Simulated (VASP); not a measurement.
# S (Fd-3m) in VASP: relaxation of cell and atoms with PBE

Aim: the relaxation of cell and atoms of S with PBE.

All numbers are computed with VASP 6.6.1; they aren't measurements. Logs are shortened: lines on timing, memory, paths and dates and some standing lists are left out, and cuts for length are marked.

## Step 1: The cell of the first run

The structure is cubic, space group Fd-3m (No. 227). Conventional cell: a = 5.780 Å, b = 5.780 Å, c = 5.780 Å, α = 90.00°, β = 90.00°, γ = 90.00°. S (site symmetry -43m) has 4 S at 2.50 Å within 3.3 Å.

This isn't the form of S at room conditions, which is orthorhombic, of S8 rings.

## Step 2: Relaxation of cell and atoms, PBE

File INCAR:

```
SYSTEM = S
PREC = Accurate ; ENCUT = 500
EDIFF = 1E-7 ; ISMEAR = 0
SIGMA = 0.05 ; LREAL = .FALSE.
LASPH = .TRUE. ; NELM = 120
ALGO = Normal ; ISIF = 3
LWAVE = .FALSE. ; LCHARG = .FALSE.
GGA = PE ; IBRION = 2
NSW = 60 ; EDIFFG = -0.02
GGA_COMPAT = .FALSE. ; NELMIN = 4
```

File KPOINTS:

```
regular mesh
0
G
  12 12 12
  0 0 0
```

File POSCAR:

```
S
1.0
    0.0000000000      2.8900000000      2.8900000000
    2.8900000000      0.0000000000      2.8900000000
    2.8900000000      2.8900000000      0.0000000000
S
2
Direct
    1.0000000000      1.0000000000      1.0000000000
    0.2500000000      0.2500000000      0.2500000000
```

Potentials or basis: VASP PAW PBE potentials, release 64 (S).

Started as:

```
cat potpaw_PBE.64/S/POTCAR > POTCAR
mpirun -np 1 vasp_std > vasp.out
```

OUTCAR:

```text
SYSTEM = S
   PREC = Accurate
   ENCUT = 500
   EDIFF = 1E-7
   ISMEAR = 0
   LREAL = .FALSE.
   LASPH = .TRUE.
   NELM = 120
   ISIF = 3
   GGA = PE
   IBRION = 2
   NSW = 60
   EDIFFG = -0.02
   NELMIN = 4

 ion  position               nearest neighbor table
   1  0.000  0.000  0.000-   2 2.50   2 2.50   2 2.50   2 2.50
   2  0.250  0.250  0.250-   1 2.50   1 2.50   1 2.50   1 2.50

  LATTYP: Found a face centered cubic cell.
 ALAT       =     5.7800000000

  Lattice vectors:

 A1 = (   0.0000000000,   2.8900000000,   2.8900000000)
 A2 = (   2.8900000000,   0.0000000000,   2.8900000000)
 A3 = (   2.8900000000,   2.8900000000,   0.0000000000)

Analysis of symmetry for initial positions (statically):
=====================================================================
 Subroutine PRICEL returns:
 Original cell was already a primitive cell.

 Routine SETGRP: Setting up the symmetry group for a
 face centered cubic supercell.

 Subroutine GETGRP returns: Found 48 space group operations
 (whereof 24 operations were pure point group operations)
 out of a pool of 48 trial point group operations.

The static configuration has the point symmetry T_d .
 The point group associated with its full space group is O_h .

Analysis of symmetry for dynamics (positions and initial velocities):
=====================================================================
 Subroutine PRICEL returns:
 Original cell was already a primitive cell.

 Routine SETGRP: Setting up the symmetry group for a
 face centered cubic supercell.

 Subroutine GETGRP returns: Found 48 space group operations
 (whereof 24 operations were pure point group operations)
 out of a pool of 48 trial point group operations.

The dynamic configuration has the point symmetry T_d .
 The point group associated with its full space group is O_h .

 Subroutine INISYM returns: Found 48 space group operations
 (whereof 24 operations are pure point group operations),
 and found     1 'primitive' translations

----------------------------------------------------------------------------------------

                                     Primitive cell

  volume of cell :      48.2751

  direct lattice vectors                    reciprocal lattice vectors
     0.000000000  2.890000000  2.890000000    -0.173010381  0.173010381  0.173010381
     2.890000000  0.000000000  2.890000000     0.173010381 -0.173010381  0.173010381
     2.890000000  2.890000000  0.000000000     0.173010381  0.173010381 -0.173010381

  length of vectors
     4.087077195  4.087077195  4.087077195     0.299662769  0.299662769  0.299662769

  position of ions in fractional coordinates (direct lattice)
     0.000000000  0.000000000  0.000000000
     0.250000000  0.250000000  0.250000000

  ion indices of the primitive-cell ions
   primitive index   ion index
                 1           1
                 2           2

----------------------------------------------------------------------------------------

 KPOINTS: regular mesh

Automatic generation of k-mesh.
 Grid dimensions read from file:
 generate k-points for:   12   12   12

 Generating k-lattice:

  Cartesian coordinates                     Fractional coordinates (reciprocal lattice)
    -0.014417532  0.014417532  0.014417532     0.083333333  0.000000000  0.000000000
     0.014417532 -0.014417532  0.014417532     0.000000000  0.083333333  0.000000000
     0.014417532  0.014417532 -0.014417532     0.000000000  0.000000000  0.083333333

  Length of vectors
     0.024971897  0.024971897  0.024971897
[... 60 lines left out ...]
   ISIF   =      3    stress and relaxation
   ISYM   =      2    0-nonsym 1-usesym 2-fastsym
   POTIM  = 0.5000    time-step for ionic-motion
   TEBEG  =    0.0;   TEEND  =   0.0 temperature during run
   PSTRESS=    0.0 pullay stress
   NELECT =      12.0000    total number of electrons
   NUPDOWN=      -1.0000    fix difference up-down
   EMIN   =  10.00;   EMAX   =-10.00  energy-range for DOS
   EFERMI =   0.00;   METHOD = LEGACY
   ISMEAR =     0;   SIGMA  =   0.05  broadening in eV -4-tet -1-fermi 0-gaus
   EFERMI_NEDOS =   21; number of points for ismear=-14 and -15
   IALGO  =     38    algorithm
   IMIX   =      4    mixing-type and parameters
     AMIX     =   0.40;   BMIX     =  1.00
     AMIX_MAG =   1.60;   BMIX_MAG =  1.00
  volume/ion in A,a.u.               =      24.14       162.89
  Fermi-wavevector in a.u.,A,eV,Ry     =   1.029344  1.945179 14.416054  1.059550
  Thomas-Fermi vector in A             =   2.163387
   LORBIT       =      0    0 simple, 1 ext, 2 COOP (PROOUT), +10 PAW based schemes
   GGA     = PE    functional components
   LHFCALC =     F    Hartree Fock is set to
   AEXX    =    0.0000 exact exchange contribution
   IVDW    =     0    specifies the selected vdW correction
   LEPSILON=     F    determine dielectric tensor
   LRPA    =     F    only Hartree local field effects (RPA)
 conjugate gradient relaxation of ions
 non-spin polarized calculation
 Gauss-broadening in eV      SIGMA  =   0.05
  energy-cutoff  :      500.00
  volume of cell :       48.28
 maximum number of plane-waves:      1245
 NGX is ok and might be reduce to    30
   NGX = 15   NGY = 15   NGZ = 15

--------------------------------------- Ionic step        1  -------------------------------------------

 number of electron      11.9999997 magnetization

 Free energy of the ion-electron system (eV)
  ---------------------------------------------------
  ext. energy  EPLUGINS =         0.00000000
  ---------------------------------------------------
  free energy    TOTEN  =        -6.24585892 eV

  energy without entropy =       -6.24296551  energy(sigma->0) =       -6.24441221

------------------------ aborting loop because EDIFF is reached ----------------------------------------

  FORCE on cell =-STRESS in cart. coord.  units (eV):
  Direction    XX          YY          ZZ          XY          YZ          ZX
  --------------------------------------------------------------------------------------
  -------------------------------------------------------------------------------------
  Total        0.0710537      0.0710537      0.0710537      0.0000000     -0.0000000     -0.0000000
  in kB        2.3581629      2.3581629      2.3581629      0.0000000     -0.0000000     -0.0000000
  external PRESSURE =       2.3581629 kB  Pullay stress =       0.0000000 kB

 VOLUME and BASIS-vectors are now :
 -----------------------------------------------------------------------------
  energy-cutoff  :      500.00
  volume of cell :       48.28
      direct lattice vectors                 reciprocal lattice vectors
     0.000000000  2.890000000  2.890000000    -0.173010381  0.173010381  0.173010381
     2.890000000  0.000000000  2.890000000     0.173010381 -0.173010381  0.173010381
     2.890000000  2.890000000  0.000000000     0.173010381  0.173010381 -0.173010381

 POSITION                                       TOTAL-FORCE (eV/Angst)
 -----------------------------------------------------------------------------------
      0.00000      0.00000      0.00000        -0.000000     -0.000000     -0.000000
      1.44500      1.44500      1.44500         0.000000      0.000000      0.000000
 -----------------------------------------------------------------------------------
    total drift:                                0.000000     -0.000000      0.000000

  FREE ENERGIE OF THE ION-ELECTRON SYSTEM (eV)
  ---------------------------------------------------
  free  energy   TOTEN  =        -6.2458589228 eV

  energy  without entropy=       -6.2429655053  energy(sigma->0) =       -6.24441221

--------------------------------------- Ionic step        2  -------------------------------------------

 number of electron      11.9999997 magnetization

 Free energy of the ion-electron system (eV)
  ---------------------------------------------------
  ext. energy  EPLUGINS =         0.00000000
  ---------------------------------------------------
  free energy    TOTEN  =        -6.24604927 eV

  energy without entropy =       -6.24316976  energy(sigma->0) =       -6.24460951

 E-fermi :   3.4211     XC(G=0):  -8.6999

 val. band max:        3.4049654009   @ k =   0.1667   0.1667   0.0000
 cond. band min:       3.4279778705   @ k =  -0.3333   0.3333   0.0000
 fundamental gap:      0.0230124695
 Fermi energy:         3.4211154754

 k-point     1 :       0.0000    0.0000    0.0000
  band No.  band energies     occupation
      1     -12.2895      2.00000
      2      -5.6636      2.00000
      3      -0.3838      2.00000
      4      -0.3838      2.00000
      5      -0.3838      2.00000
      6       2.5205      2.00000
      7       2.5205      2.00000
      8       2.5205      2.00000
      9       9.0502      0.00000
     10      11.3125      0.00000
[... 287 lines left out ...]
 k-point    24 :      -0.4167    0.1667    0.0000
  band No.  band energies     occupation
      1     -10.8714      2.00000
      2      -8.5611      2.00000
      3      -2.1464      2.00000
      4      -1.3147      2.00000
      5       0.4708      2.00000
      6       3.5626      0.00006
      7       4.0642      0.00000
      8       5.1458      0.00000
      9       9.9030      0.00000
     10      11.3227      0.00000

 [... further k-points ...]

------------------------ aborting loop because EDIFF is reached ----------------------------------------

  FORCE on cell =-STRESS in cart. coord.  units (eV):
  Direction    XX          YY          ZZ          XY          YZ          ZX
  --------------------------------------------------------------------------------------
  -------------------------------------------------------------------------------------
  Total        0.0033590      0.0033590      0.0033590      0.0000000      0.0000000      0.0000000
  in kB        0.1109102      0.1109102      0.1109102      0.0000000      0.0000000      0.0000000
  external PRESSURE =       0.1109102 kB  Pullay stress =       0.0000000 kB

 VOLUME and BASIS-vectors are now :
 -----------------------------------------------------------------------------
  energy-cutoff  :      500.00
  volume of cell :       48.52
      direct lattice vectors                 reciprocal lattice vectors
     0.000000000  2.894953199  2.894953199    -0.172714364  0.172714364  0.172714364
     2.894953199 -0.000000000  2.894953199     0.172714364 -0.172714364  0.172714364
     2.894953199  2.894953199 -0.000000000     0.172714364  0.172714364 -0.172714364

 POSITION                                       TOTAL-FORCE (eV/Angst)
 -----------------------------------------------------------------------------------
      5.78991      5.78991      5.78991        -0.000000     -0.000000     -0.000000
      1.44748      1.44748      1.44748         0.000000      0.000000      0.000000
 -----------------------------------------------------------------------------------
    total drift:                                0.000000     -0.000000      0.000000

  FREE ENERGIE OF THE ION-ELECTRON SYSTEM (eV)
  ---------------------------------------------------
  free  energy   TOTEN  =        -6.2460492691 eV

  energy  without entropy=       -6.2431697563  energy(sigma->0) =       -6.24460951

 reached required accuracy - stopping structural energy minimisation
```

It took 28 s on 1 thread of Intel Xeon Platinum 8488C (Sapphire Rapids), shared host; peak memory 0.17 GiB.

What came out:

```
Free energy                           : -6.2460 eV
Relaxed volume                        : 24.26 Å³/atom
Relaxed cell                          : a = 4.094 Å, b = 4.094 Å, c = 4.094 Å, α = 60.00°, β = 60.00°, γ = 60.00°
Space group after relaxing (to 0.1 Å) : Fd-3m (No. 227)
Energy gained by relaxing             : 0.1 meV/atom
Ionic steps                           : 2
Pressure after relaxing               : 0.0 GPa
Band gap on the k mesh                : zero (bands 6 and 7 overlap by 1.15 eV)
```

Step by step:
| step | energy change (eV) | largest force (eV/Å) | pressure (GPa) | volume (Å³) |
| --- | --- | --- | --- | --- |
| 1 | 0.0000 | 0.0000 | 0.24 | 48.28 |
| 2 | -0.0002 | 0.0000 | 0.01 | 48.52 |

Final structure:
```
CELL_PARAMETERS angstrom
0.00000 2.89495 2.89495
2.89495 0.00000 2.89495
2.89495 2.89495 0.00000
ATOMIC_POSITIONS crystal
S 0.00000 0.00000 0.00000
S 0.25000 0.25000 0.25000
```
